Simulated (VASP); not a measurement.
# Hg (Im-3m) in VASP: notebook

Runs on Hg. Level: PBE. Tasks: single point.

All numbers are computed with VASP 6.6.1; they aren't measurements. Logs are shortened: lines on timing, memory, paths and dates and some standing lists are left out, and cuts for length are marked.

## 1. The cell of the first run

It takes space group Im-3m (No. 229, cubic). The conventional cell has a = 2.856 Å, b = 2.856 Å, c = 2.856 Å, α = 90.00°, β = 90.00°, γ = 90.00°. Hg (site symmetry m-3m) has 14 Hg at 2.47 to 2.86 Å within 3.3 Å.

## 2. Single point, PBE (volume scaled by 0.4)

INCAR

```
SYSTEM = Hg
PREC = Accurate ; ENCUT = 500
EDIFF = 1E-6 ; ISMEAR = -1
SIGMA = 0.1 ; LREAL = .FALSE.
LASPH = .TRUE. ; NELM = 120
ALGO = Normal ; ISIF = 2
LWAVE = .FALSE. ; LCHARG = .TRUE.
GGA = PE ; LELF = .TRUE.
LVHAR = .TRUE. ; NBANDS = 12
GGA_COMPAT = .FALSE.
```

KPOINTS

```
Automatic mesh
0
G
  14 14 14
  0 0 0
```

POSCAR

```
Hg
1.0
   -1.4277693554      1.4277693554      1.4277693554
    1.4277693554     -1.4277693554      1.4277693554
    1.4277693554      1.4277693554     -1.4277693554
Hg
1
Direct
    0.0000000000      0.0000000000      0.0000000000
```

Potentials or basis: VASP PAW PBE potentials, release 64 (Hg).

The run is started by

```bash
cat potpaw_PBE.64/Hg/POTCAR > POTCAR
mpirun -np 1 vasp_std > vasp.out
```

OUTCAR:

```text
SYSTEM = Hg
   PREC = Accurate
   ENCUT = 500
   EDIFF = 1E-6
   ISMEAR = -1
   LREAL = .FALSE.
   LASPH = .TRUE.
   NELM = 120
   ISIF = 2
   GGA = PE

 ion  position               nearest neighbor table
   1  0.000  0.000  0.000-

  LATTYP: Found a body centered cubic cell.
 ALAT       =     2.8555387108

  Lattice vectors:

 A1 = (  -1.4277693554,   1.4277693554,   1.4277693554)
 A2 = (   1.4277693554,  -1.4277693554,   1.4277693554)
 A3 = (   1.4277693554,   1.4277693554,  -1.4277693554)

Analysis of symmetry for initial positions (statically):
=====================================================================
 Subroutine PRICEL returns:
 Original cell was already a primitive cell.

 Routine SETGRP: Setting up the symmetry group for a
 body centered cubic supercell.

 Subroutine GETGRP returns: Found 48 space group operations
 (whereof 48 operations were pure point group operations)
 out of a pool of 48 trial point group operations.

The static configuration has the point symmetry O_h .

Analysis of symmetry for dynamics (positions and initial velocities):
=====================================================================
 Subroutine PRICEL returns:
 Original cell was already a primitive cell.

 Routine SETGRP: Setting up the symmetry group for a
 body centered cubic supercell.

 Subroutine GETGRP returns: Found 48 space group operations
 (whereof 48 operations were pure point group operations)
 out of a pool of 48 trial point group operations.

The dynamic configuration has the point symmetry O_h .

 Subroutine INISYM returns: Found 48 space group operations
 (whereof 48 operations are pure point group operations),
 and found     1 'primitive' translations

----------------------------------------------------------------------------------------

                                     Primitive cell

  volume of cell :      11.6422

  direct lattice vectors                    reciprocal lattice vectors
    -1.427769355  1.427769355  1.427769355     0.000000000  0.350196618  0.350196618
     1.427769355 -1.427769355  1.427769355     0.350196618  0.000000000  0.350196618
     1.427769355  1.427769355 -1.427769355     0.350196618  0.350196618  0.000000000

  length of vectors
     2.472969065  2.472969065  2.472969065     0.495252807  0.495252807  0.495252807

[... 77 lines left out ...]
   NELM   =    120;   NELMIN=  2; NELMDL= -5     # of ELM steps
   EDIFF  = 0.1E-05   stopping-criterion for ELM
   LREAL  =      F    real-space projection
   EDIFFG = 0.1E-04   stopping-criterion for IOM
   NSW    =      0    number of steps for IOM
   IBRION =     -1    ionic relax: 0-MD 1-quasi-New 2-CG
   NFREE  =      0    steps in history (QN), initial steepest desc. (CG)
   ISIF   =      2    stress and relaxation
   ISYM   =      2    0-nonsym 1-usesym 2-fastsym
   POTIM  = 0.5000    time-step for ionic-motion
   TEBEG  =    0.0;   TEEND  =   0.0 temperature during run
   PSTRESS=    0.0 pullay stress
   NELECT =      12.0000    total number of electrons
   NUPDOWN=      -1.0000    fix difference up-down
   EMIN   =  10.00;   EMAX   =-10.00  energy-range for DOS
   EFERMI =   0.00;   METHOD = LEGACY
   ISMEAR =    -1;   SIGMA  =   0.10  broadening in eV -4-tet -1-fermi 0-gaus
   EFERMI_NEDOS =   21; number of points for ismear=-14 and -15
   IALGO  =     38    algorithm
   IMIX   =      4    mixing-type and parameters
     AMIX     =   0.40;   BMIX     =  1.00
     AMIX_MAG =   1.60;   BMIX_MAG =  1.00
  volume/ion in A,a.u.               =      11.64        78.57
  Fermi-wavevector in a.u.,A,eV,Ry     =   1.653702  3.125043 37.208255  2.734730
  Thomas-Fermi vector in A             =   2.742095
   LORBIT       =      0    0 simple, 1 ext, 2 COOP (PROOUT), +10 PAW based schemes
   GGA     = PE    functional components
   LHFCALC =     F    Hartree Fock is set to
   AEXX    =    0.0000 exact exchange contribution
   IVDW    =     0    specifies the selected vdW correction
   LEPSILON=     F    determine dielectric tensor
   LRPA    =     F    only Hartree local field effects (RPA)
 non-spin polarized calculation
  energy-cutoff  :      500.00
  volume of cell :       11.64
 maximum number of plane-waves:       321
   NGX =  9   NGY =  9   NGZ =  9

 number of electron      11.9999995 magnetization

 Free energy of the ion-electron system (eV)
  ---------------------------------------------------
  ext. energy  EPLUGINS =         0.00000000
  ---------------------------------------------------
  free energy    TOTEN  =         5.48052802 eV

  energy without entropy =        5.48891196  energy(sigma->0) =        5.48471999

 E-fermi :  13.6602     XC(G=0): -15.1383

 val. band max:       13.6582772487   @ k =  -0.4286  -0.4286   0.0714
 cond. band min:      13.7510192720   @ k =  -0.3571  -0.3571   0.0714
 fundamental gap:      0.0927420233
 Fermi energy:        13.6602221282

 k-point     1 :       0.0000    0.0000    0.0000
  band No.  band energies     occupation
      1      -5.8272      2.00000
      2       0.0800      2.00000
      3       0.0800      2.00000
      4       0.0800      2.00000
      5       3.1948      2.00000
      6       3.1948      2.00000
      7      27.8109      0.00000
      8      27.8109      0.00000
      9      27.8109      0.00000
     10      38.5917      0.00000
     11      38.5917      0.00000
     12      41.0881      0.00000
[... 331 lines left out ...]
 k-point    24 :       0.3571    0.2857    0.0000
  band No.  band energies     occupation
      1      -2.0468      2.00000
      2      -0.5239      2.00000
      3       0.3652      2.00000
      4       3.3370      2.00000
      5       3.7869      2.00000
      6      13.3761      1.88971
      7      13.7625      0.52881
      8      16.8962      0.00000
      9      26.3835      0.00000
     10      33.9950      0.00000
     11      34.8255      0.00000
     12      44.9187      0.00000

 [... further k-points ...]
[... 5 lines left out ...]
  --------------------------------------------------------------------------------------
  -------------------------------------------------------------------------------------
  Total       22.3693454     22.3693454     22.3693454     -0.0000000      0.0000000     -0.0000000
  in kB     3078.4329354   3078.4329354   3078.4329354     -0.0000000      0.0000000     -0.0000000
  external PRESSURE =    3078.4329354 kB  Pullay stress =       0.0000000 kB

 VOLUME and BASIS-vectors are now :
 -----------------------------------------------------------------------------
  energy-cutoff  :      500.00
  volume of cell :       11.64
      direct lattice vectors                 reciprocal lattice vectors
    -1.427769355  1.427769355  1.427769355     0.000000000  0.350196618  0.350196618
     1.427769355 -1.427769355  1.427769355     0.350196618  0.000000000  0.350196618
     1.427769355  1.427769355 -1.427769355     0.350196618  0.350196618  0.000000000

 POSITION                                       TOTAL-FORCE (eV/Angst)
 -----------------------------------------------------------------------------------
      0.00000      0.00000      0.00000         0.000000      0.000000      0.000000
 -----------------------------------------------------------------------------------
    total drift:                               -0.000000      0.000000      0.000000

  FREE ENERGIE OF THE ION-ELECTRON SYSTEM (eV)
  ---------------------------------------------------
  free  energy   TOTEN  =         5.4805280159 eV

  energy  without entropy=        5.4889119557  energy(sigma->0) =        5.48471999
```

OSZICAR:

```text
N       E                     dE             d eps       ncg     rms          rms(c)
DAV:   1     0.798597169451E+02    0.79860E+02   -0.72016E+03  2704   0.106E+03
DAV:   2     0.630085526931E+01   -0.73559E+02   -0.70534E+02  2888   0.260E+02
DAV:   3     0.534600530671E+01   -0.95485E+00   -0.95413E+00  2820   0.306E+01
DAV:   4     0.534524370723E+01   -0.76160E-03   -0.76159E-03  2856   0.898E-01
DAV:   5     0.534524315566E+01   -0.55157E-06   -0.55202E-06  2836   0.222E-02    0.364E+01
DAV:   6     0.543015309525E+01    0.84910E-01   -0.10560E-02  2748   0.122E+00    0.218E+01
DAV:   7     0.548046842238E+01    0.50315E-01   -0.14511E-02  2588   0.127E+00    0.173E-01
DAV:   8     0.548053803592E+01    0.69614E-04   -0.94323E-04  2868   0.410E-01    0.296E-02
DAV:   9     0.548053166317E+01   -0.63728E-05   -0.30210E-06  2764   0.184E-02    0.156E-02
DAV:  10     0.548052800681E+01   -0.36564E-05   -0.20778E-06  2844   0.133E-02    0.204E-03
DAV:  11     0.548052801589E+01    0.90758E-08   -0.63334E-08  1404   0.225E-03
   1 F= 0.54805280E+01 E0= 0.54847200E+01  d E =-.838394E-02
```

It took 7.8 s on 1 thread of Intel Xeon Platinum 8488C (Sapphire Rapids), shared host; peak memory 0.12 GiB.

What came out:

- Free energy: 5.4805 eV
- Pressure: 307.8 GPa
- Band gap on the k mesh: zero (band 6 reaches 15.80 eV, above the bottom of band 7 at 13.13 eV)

Caveat: spin-orbit coupling is left out, which moves the levels of the heavy elements.

## 3. Single point, PBE (volume scaled by 0.4)

INCAR

```
PREC = Accurate
ENCUT = 500
EDIFF = 1E-6
ISMEAR = -1
SIGMA = 0.1
LREAL = False
LASPH = True
NELM = 120
ALGO = Normal
ISIF = 2
LWAVE = False
LCHARG = True
GGA = PE
LELF = True
LVHAR = True
NBANDS = 12
GGA_COMPAT = False
```

KPOINTS

```
regular mesh
0
Gamma
  14 14 14
```

POSCAR is that of step 2.

Potentials or basis: VASP PAW PBE potentials, release 64 (Hg).

The run is started by

```bash
cat potpaw_PBE.64/Hg/POTCAR > POTCAR
mpirun -np 1 vasp_std > vasp.out
```

Run time: 7.4 s. Hardware: 1 thread of Intel Xeon Platinum 8488C (Sapphire Rapids), shared host; peak memory 0.12 GiB.

Results (log left out):

```yaml
Free_energy: 5.4805 eV
Pressure: 307.8 GPa
Band_gap_on_the_k_mesh: zero (band 6 reaches 15.80 eV, above the bottom of band 7 at 13.13 eV)
```

Levels at points of the mesh, in eV from the Fermi level:
| k point | band 2 | band 3 | band 4 | band 5 | band 6 | band 7 | band 8 | band 9 | band 10 | band 11 |
| --- | --- | --- | --- | --- | --- | --- | --- | --- | --- | --- |
| (0.00, 0.00, 0.00) | -13.58 | -13.58 | -13.58 | -10.47 | -10.47 | 14.15 | 14.15 | 14.15 | 24.93 | 24.93 |
| (0.50, 0.00, 0.00) | -15.36 | -10.62 | -10.07 | -7.77 | -7.36 | 0.22 | 8.98 | 12.87 | 22.49 | 22.86 |
| (0.50, 0.50, 0.50) | -16.81 | -8.45 | -8.45 | -8.45 | 2.14 | 2.14 | 2.14 | 9.42 | 15.06 | 15.06 |

Caveat: spin-orbit coupling is left out, which moves the levels of the heavy elements.

(Continued in part 2 of 2.)
